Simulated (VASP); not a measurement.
**WS2: single point with PBE**

WS2:

```xyz
6
Lattice="3.9282 0.0000 0.0000 0.0000 3.9282 0.0000 0.0000 0.0000 6.3334" Properties=species:S:1:pos:R:3 pbc="T T T"
W     0.0000    1.9641    4.9060
W     1.9641    0.0000    1.4274
S     0.0000    0.0000    0.0000
S     1.9641    1.9641    0.0000
S     0.0000    1.9641    2.4361
S     1.9641    0.0000    3.8974
```

```yaml
Program: VASP 6.6.1
Task: single point
Functional: PBE
Potentials_or_basis: VASP PAW PBE potentials, release 64 (W_sv, S)
Cutoff: 520 eV
k_mesh: 10 × 10 × 6
Occupations: gaussian, width 0.1 eV
Spin: no spin polarisation
Dipole_correction: no
Further_INCAR_settings: ALGO = Normal; EDIFF = 1e-06; NBANDS = 35
```

| Property | Result |
| --- | --- |
| Pressure | 0.1 GPa |
| Largest force | 0.016 eV/Å |
| Band gap on the k mesh | zero (band 26 reaches 9.46 eV, above the bottom of band 27 at 8.61 eV) |

Forces in eV/Å, atoms in the order of the input:
```
W    0.000  0.000 -0.016
W    0.000  0.000  0.016
S    0.000  0.000  0.000
S    0.000  0.000  0.000
S    0.000  0.000 -0.006
S    0.000  0.000  0.006
```

Levels at points of the mesh, in eV from the Fermi level:
```csv
k point,band 22,band 23,band 24,band 25,band 26,band 27,band 28,band 29,band 30,band 31
"(0.00, 0.00, 0.00)",-2.89,-1.57,-1.57,-1.53,-0.49,-0.48,-0.35,-0.19,1.97,1.97
"(0.50, 0.00, 0.00)",-3.90,-2.94,-2.94,-0.37,-0.37,0.33,0.33,1.13,1.13,2.13
"(0.50, 0.50, 0.00)",-2.37,-2.34,-2.34,-0.55,-0.55,0.89,0.89,1.61,1.61,2.33
"(0.00, 0.00, 0.50)",-2.10,-1.58,-1.58,-1.40,-0.87,-0.67,0.13,1.16,1.63,1.63
"(0.50, 0.00, 0.50)",-3.20,-2.83,-2.83,-0.47,-0.47,-0.02,-0.02,1.65,1.65,2.07
"(0.50, 0.50, 0.50)",-2.73,-2.34,-2.34,-0.20,-0.20,0.27,0.27,1.23,1.23,2.43
```

It took 3 min on 1 thread of Intel Xeon 6975P-C (shared host), peak memory 0.35 GiB.

Caveat: spin-orbit coupling is left out, which moves the levels of the heavy elements.
